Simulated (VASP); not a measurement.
# MgCd5Te6 (P-4m2) in VASP: single point with PBE

Aim: the single point of MgCd5Te6 with PBE.

Program: VASP 6.6.1. These are calculated values, not measurements. Logs are shortened: lines on timing, memory, paths and dates and some standing lists are left out, and cuts for length are marked.

**1. The cell of the first run**

Symmetry: P-4m2, No. 115, tetragonal system. Conventional cell: a = 4.673 Å, b = 4.673 Å, c = 19.751 Å, α = 90.00°, β = 90.00°, γ = 90.00°. Mg (site symmetry -4m2) has 4 Te at 2.82 Å within 3.7 Å. Cd (site symmetry 2mm) has 4 Te at 2.86 to 2.87 Å within 3.8 Å. Within 3.8 Å of Cd (site symmetry 2mm) lie 4 Te at 2.86 Å. Within 3.8 Å of Cd (site symmetry -4m2) lie 4 Te at 2.86 Å. Within 3.7 Å of Te (site symmetry 2mm) lie 2 Mg at 2.82 Å and 2 Cd at 2.87 Å. Te (site symmetry 2mm) has 4 Cd at 2.86 Å within 3.8 Å. Within 3.8 Å of Te (site symmetry 2mm) lie 4 Cd at 2.86 Å.

**2. Single point, PBE**

Contents of INCAR:

```
PREC = Accurate ; ENCUT = 600
EDIFF = 1E-6 ; ISMEAR = 0
SIGMA = 0.01 ; LREAL = F
LASPH = T ; NELM = 120
ALGO = Normal ; ISIF = 2
LWAVE = F ; LCHARG = F
GGA = PE ; NBANDS = 61
GGA_COMPAT = F
```

Contents of KPOINTS:

```
regular mesh
0
Gamma
  6 6 2
```

Contents of POSCAR:

```
MgCd5Te6
1.0
    4.6728673107      0.0000000000      0.0000000000
    0.0000000000      4.6728673107      0.0000000000
    0.0000000000      0.0000000000     19.7507501284
Mg Cd Te
1 5 6
Direct
    0.5000000000      0.5000000000      0.0000000000
    0.0000000000      0.0000000000      0.8355637840
    0.0000000000      0.0000000000      0.1644362160
    0.5000000000      0.5000000000      0.3321892802
    0.0000000000      0.0000000000      0.5000000000
    0.5000000000      0.5000000000      0.6678107198
    0.5000000000      0.0000000000      0.0801974517
    0.0000000000      0.5000000000      0.2483180759
    0.5000000000      0.0000000000      0.4160929237
    0.0000000000      0.5000000000      0.5839070763
    0.5000000000      0.0000000000      0.7516819241
    0.0000000000      0.5000000000      0.9198025483
```

Potentials or basis: VASP PAW PBE potentials, release 64 (Mg, Cd, Te).

Launch:

```
cat potpaw_PBE.64/Mg/POTCAR potpaw_PBE.64/Cd/POTCAR potpaw_PBE.64/Te/POTCAR > POTCAR
mpirun -np 1 vasp_std > vasp.out
```

OUTCAR:

```text
PREC = Accurate
   ENCUT = 600
   EDIFF = 1E-6
   ISMEAR = 0
   LREAL = F
   LASPH = T
   NELM = 120
   ISIF = 2
   GGA = PE

 ion  position               nearest neighbor table
   1  0.500  0.500  0.000-   7 2.82  12 2.82   7 2.82  12 2.82
   2  0.000  0.000  0.836-  11 2.86  11 2.86  12 2.87  12 2.87
   3  0.000  0.000  0.164-   8 2.86   8 2.86   7 2.87   7 2.87
   4  0.500  0.500  0.332-   8 2.86   8 2.86   9 2.86   9 2.86
   5  0.000  0.000  0.500-   9 2.86  10 2.86  10 2.86   9 2.86
   6  0.500  0.500  0.668-  11 2.86  11 2.86  10 2.86  10 2.86
   7  0.500  0.000  0.080-   1 2.82   1 2.82   3 2.87   3 2.87
   8  0.000  0.500  0.248-   4 2.86   4 2.86   3 2.86   3 2.86
   9  0.500  0.000  0.416-   4 2.86   4 2.86   5 2.86   5 2.86
  10  0.000  0.500  0.584-   6 2.86   6 2.86   5 2.86   5 2.86
  11  0.500  0.000  0.752-   6 2.86   6 2.86   2 2.86   2 2.86
  12  0.000  0.500  0.920-   1 2.82   1 2.82   2 2.87   2 2.87

  LATTYP: Found a simple tetragonal cell.
 ALAT       =     4.6728673107
 C/A-ratio  =     4.2266875593

  Lattice vectors:

 A1 = (   4.6728673107,   0.0000000000,   0.0000000000)
 A2 = (   0.0000000000,   4.6728673107,   0.0000000000)
 A3 = (   0.0000000000,   0.0000000000,  19.7507501284)

Analysis of symmetry for initial positions (statically):
=====================================================================
 Subroutine PRICEL returns:
 Original cell was already a primitive cell.

 Routine SETGRP: Setting up the symmetry group for a
 simple tetragonal supercell.

 Subroutine GETGRP returns: Found  8 space group operations
 (whereof  8 operations were pure point group operations)
 out of a pool of 16 trial point group operations.

The static configuration has the point symmetry D_2d.

Analysis of symmetry for dynamics (positions and initial velocities):
=====================================================================
 Subroutine PRICEL returns:
 Original cell was already a primitive cell.

 Routine SETGRP: Setting up the symmetry group for a
 simple tetragonal supercell.

 Subroutine GETGRP returns: Found  8 space group operations
 (whereof  8 operations were pure point group operations)
 out of a pool of 16 trial point group operations.

The dynamic configuration has the point symmetry D_2d.

 Subroutine INISYM returns: Found  8 space group operations
 (whereof  8 operations are pure point group operations),
 and found     1 'primitive' translations

----------------------------------------------------------------------------------------

                                     Primitive cell

  volume of cell :     431.2712

  direct lattice vectors                    reciprocal lattice vectors
     4.672867311  0.000000000  0.000000000     0.214001369  0.000000000  0.000000000
     0.000000000  4.672867311  0.000000000     0.000000000  0.214001369  0.000000000
     0.000000000  0.000000000 19.750750128     0.000000000  0.000000000  0.050630988

  length of vectors
     4.672867311  4.672867311 19.750750128     0.214001369  0.214001369  0.050630988

  position of ions in fractional coordinates (direct lattice)
     0.500000000  0.500000000  0.000000000
     0.000000000  0.000000000  0.835563784
     0.000000000  0.000000000  0.164436216
     0.500000000  0.500000000  0.332189280
     0.000000000  0.000000000  0.500000000
     0.500000000  0.500000000  0.667810720
     0.500000000  0.000000000  0.080197452
     0.000000000  0.500000000  0.248318076
     0.500000000  0.000000000  0.416092924
     0.000000000  0.500000000  0.583907076
     0.500000000  0.000000000  0.751681924
     0.000000000  0.500000000  0.919802548

  ion indices of the primitive-cell ions
   primitive index   ion index
                 1           1
                 2           2
                 3           3
                 4           4
                 5           5
                 6           6
                 7           7
                 8           8
                 9           9
                10          10
                11          11
                12          12

----------------------------------------------------------------------------------------

 KPOINTS: regular mesh

Automatic generation of k-mesh.
 Grid dimensions read from file:
 generate k-points for:    6    6    2

 Generating k-lattice:

  Cartesian coordinates                     Fractional coordinates (reciprocal lattice)
     0.035666895  0.000000000  0.000000000     0.166666667  0.000000000  0.000000000
     0.000000000  0.035666895  0.000000000     0.000000000  0.166666667  0.000000000
     0.000000000  0.000000000  0.025315494     0.000000000  0.000000000  0.500000000

  Length of vectors
     0.035666895  0.035666895  0.025315494

  Shift w.r.t. Gamma in fractional coordinates (k-lattice)
     0.000000000  0.000000000  0.000000000

 Subroutine IBZKPT returns following result:
 ===========================================

 Found     20 irreducible k-points:

 Following reciprocal coordinates:
            Coordinates               Weight
  0.000000  0.000000  0.000000      1.000000
  0.166667  0.000000  0.000000      4.000000
  0.333333  0.000000  0.000000      4.000000
  0.500000  0.000000  0.000000      2.000000
  0.166667  0.166667  0.000000      4.000000
  0.333333  0.166667  0.000000      8.000000
[... 12 lines left out ...]
  0.500000  0.333333  0.500000      4.000000
  0.500000  0.500000  0.500000      1.000000
   k-points           NKPTS =     20   k-points in BZ     NKDIM =     20   number of bands    NBANDS=     61
   number of dos      NEDOS =    301   number of ions     NIONS =     12
   total plane-waves  NPLWV = 256000
   dimension x,y,z NGX =    40 NGY =   40 NGZ =  160
   dimension x,y,z NGXF=    80 NGYF=   80 NGZF=  320
   ions per type =               1   5   6
   NGX,Y,Z   is equivalent  to a cutoff of  14.23, 14.23, 13.47 a.u.
   NGXF,Y,Z  is equivalent  to a cutoff of  28.46, 28.46, 26.94 a.u.
 SYSTEM =  unknown system
   PREC   = accura    normal or accurate (medium, high low for compatibility)
   ISTART =      0    job   : 0-new  1-cont  2-samecut
   ICHARG =      2    charge: 1-file 2-atom 10-const
   ISPIN  =      1    spin polarized calculation?
   LNONCOLLINEAR =      F non collinear calculations
   LSORBIT =      F    spin-orbit coupling
   LASPH  =      T    aspherical Exc in radial PAW
   ENCUT  =  600.0 eV  44.10 Ry    6.64 a.u.   9.33  9.33 39.45*2*pi/ulx,y,z
   NELM   =    120;   NELMIN=  2; NELMDL= -5     # of ELM steps
   EDIFF  = 0.1E-05   stopping-criterion for ELM
   LREAL  =      F    real-space projection
   EDIFFG = 0.1E-04   stopping-criterion for IOM
   NSW    =      0    number of steps for IOM
   IBRION =     -1    ionic relax: 0-MD 1-quasi-New 2-CG
   NFREE  =      0    steps in history (QN), initial steepest desc. (CG)
   ISIF   =      2    stress and relaxation
   ISYM   =      2    0-nonsym 1-usesym 2-fastsym
   POTIM  = 0.5000    time-step for ionic-motion
   TEBEG  =    0.0;   TEEND  =   0.0 temperature during run
   PSTRESS=    0.0 pullay stress
   NELECT =      98.0000    total number of electrons
   NUPDOWN=      -1.0000    fix difference up-down
   EMIN   =  10.00;   EMAX   =-10.00  energy-range for DOS
   EFERMI =   0.00;   METHOD = LEGACY
   ISMEAR =     0;   SIGMA  =   0.01  broadening in eV -4-tet -1-fermi 0-gaus
   EFERMI_NEDOS =   21; number of points for ismear=-14 and -15
   IALGO  =     38    algorithm
   IMIX   =      4    mixing-type and parameters
     AMIX     =   0.40;   BMIX     =  1.00
     AMIX_MAG =   1.60;   BMIX_MAG =  1.00
  volume/ion in A,a.u.               =      35.94       242.53
  Fermi-wavevector in a.u.,A,eV,Ry     =   0.999003  1.887841 13.578703  0.998007
  Thomas-Fermi vector in A             =   2.131264
   LORBIT       =      0    0 simple, 1 ext, 2 COOP (PROOUT), +10 PAW based schemes
   GGA     = PE    functional components
   LHFCALC =     F    Hartree Fock is set to
   AEXX    =    0.0000 exact exchange contribution
   IVDW    =     0    specifies the selected vdW correction
   LEPSILON=     F    determine dielectric tensor
   LRPA    =     F    only Hartree local field effects (RPA)
 non-spin polarized calculation
 Gauss-broadening in eV      SIGMA  =   0.01
  energy-cutoff  :      600.00
  volume of cell :      431.27
 maximum number of plane-waves:     14451
 NGX is ok and might be reduce to    40
   NGX = 19   NGY = 19   NGZ = 79

 number of electron      98.0000012 magnetization

 Free energy of the ion-electron system (eV)
  ---------------------------------------------------
  ext. energy  EPLUGINS =         0.00000000
  ---------------------------------------------------
  free energy    TOTEN  =       -30.44464548 eV

  energy without entropy =      -30.44464548  energy(sigma->0) =      -30.44464548

 E-fermi :   1.8638     XC(G=0):  -8.2223

 val. band max:        1.8072495147   @ k =   0.0000   0.0000   0.0000
 cond. band min:       2.6245799339   @ k =   0.0000   0.0000   0.0000
 fundamental gap:      0.8173304192
 Fermi energy:         1.8637689891

 k-point     1 :       0.0000    0.0000    0.0000
  band No.  band energies     occupation
      1      -8.9441      2.00000
      2      -8.8336      2.00000
      3      -8.7892      2.00000
      4      -8.6000      2.00000
      5      -8.5775      2.00000
      6      -8.3556      2.00000
[... 53 lines left out ...]
     60       5.7125      0.00000
     61       6.5492      0.00000

 k-point     2 :       0.1667    0.0000    0.0000
  band No.  band energies     occupation
      1      -8.8852      2.00000
      2      -8.7904      2.00000
      3      -8.7404      2.00000
      4      -8.5803      2.00000
      5      -8.5699      2.00000
      6      -8.3513      2.00000
[... 1141 lines left out ...]
     60       6.4851      0.00000
     61       6.5146      0.00000

 k-point    20 :       0.5000    0.5000    0.5000
  band No.  band energies     occupation
      1      -8.5235      2.00000
      2      -8.5235      2.00000
      3      -8.5207      2.00000
      4      -8.5207      2.00000
      5      -8.2933      2.00000
      6      -8.2933      2.00000
[... 53 lines left out ...]
     60       6.4878      0.00000
     61       6.4878      0.00000

------------------------ aborting loop because EDIFF is reached ----------------------------------------

  FORCE on cell =-STRESS in cart. coord.  units (eV):
  Direction    XX          YY          ZZ          XY          YZ          ZX
  --------------------------------------------------------------------------------------
  -------------------------------------------------------------------------------------
  Total        0.1419533      0.1419533      0.1599017      0.0000000      0.0000000      0.0000000
  in kB        0.5273579      0.5273579      0.5940365      0.0000000      0.0000000      0.0000000
  external PRESSURE =       0.5495841 kB  Pullay stress =       0.0000000 kB

 VOLUME and BASIS-vectors are now :
 -----------------------------------------------------------------------------
  energy-cutoff  :      600.00
  volume of cell :      431.27
      direct lattice vectors                 reciprocal lattice vectors
     4.672867311  0.000000000  0.000000000     0.214001369  0.000000000  0.000000000
     0.000000000  4.672867311  0.000000000     0.000000000  0.214001369  0.000000000
     0.000000000  0.000000000 19.750750128     0.000000000  0.000000000  0.050630988

 POSITION                                       TOTAL-FORCE (eV/Angst)
 -----------------------------------------------------------------------------------
      2.33643      2.33643      0.00000        -0.000000      0.000000      0.000000
      0.00000      0.00000     16.50301        -0.000000      0.000000     -0.000743
      0.00000      0.00000      3.24774        -0.000000      0.000000      0.000743
      2.33643      2.33643      6.56099        -0.000000      0.000000     -0.000698
      0.00000      0.00000      9.87538        -0.000000      0.000000      0.000000
      2.33643      2.33643     13.18976        -0.000000      0.000000      0.000698
      2.33643      0.00000      1.58396        -0.000000      0.000000     -0.017238
      0.00000      2.33643      4.90447        -0.000000     -0.000000      0.000332
      2.33643      0.00000      8.21815         0.000000      0.000000     -0.000026
      0.00000      2.33643     11.53260        -0.000000      0.000000      0.000026
      2.33643      0.00000     14.84628         0.000000      0.000000     -0.000332
      0.00000      2.33643     18.16679        -0.000000     -0.000000      0.017238
 -----------------------------------------------------------------------------------
    total drift:                               -0.000000     -0.000000      0.000000

  FREE ENERGIE OF THE ION-ELECTRON SYSTEM (eV)
  ---------------------------------------------------
  free  energy   TOTEN  =       -30.4446454825 eV

  energy  without entropy=      -30.4446454825  energy(sigma->0) =      -30.44464548
```

Wall time 5.9 min (1 thread of AMD EPYC 9R45 (Zen 5), shared host); peak memory 0.85 GiB.

Results:

* Free energy: -30.4446 eV
* Pressure: 0.1 GPa
* Largest force: 0.017 eV/Å
* Band gap on the k mesh: 0.82 eV

Forces on the atoms (eV/Å):
```
Mg   0.000  0.000  0.000
Cd   0.000  0.000 -0.001
Cd   0.000  0.000  0.001
Cd   0.000  0.000 -0.001
Cd   0.000  0.000  0.000
Cd   0.000  0.000  0.001
Te   0.000  0.000 -0.017
Te   0.000  0.000  0.000
Te   0.000  0.000  0.000
Te   0.000  0.000  0.000
Te   0.000  0.000  0.000
Te   0.000  0.000  0.017
```

Levels at points of the mesh, in eV from the valence-band top:
```tsv
k point	band 47	band 48	band 49	band 50	band 51	band 52
(0.00, 0.00, 0.00)	-0.02	0.00	0.00	0.82	2.32	2.49
(0.50, 0.00, 0.00)	-0.63	-0.62	-0.62	2.13	2.16	2.18
(0.50, 0.50, 0.00)	-1.59	-1.59	-1.58	2.58	2.74	2.74
(0.00, 0.00, 0.50)	-0.23	-0.08	-0.08	1.40	1.64	2.67
(0.50, 0.00, 0.50)	-0.63	-0.62	-0.62	1.81	2.01	2.76
(0.50, 0.50, 0.50)	-1.68	-1.66	-1.66	2.78	2.98	2.98
```

Caveat: spin-orbit coupling is left out, which moves the levels of the heavy elements.
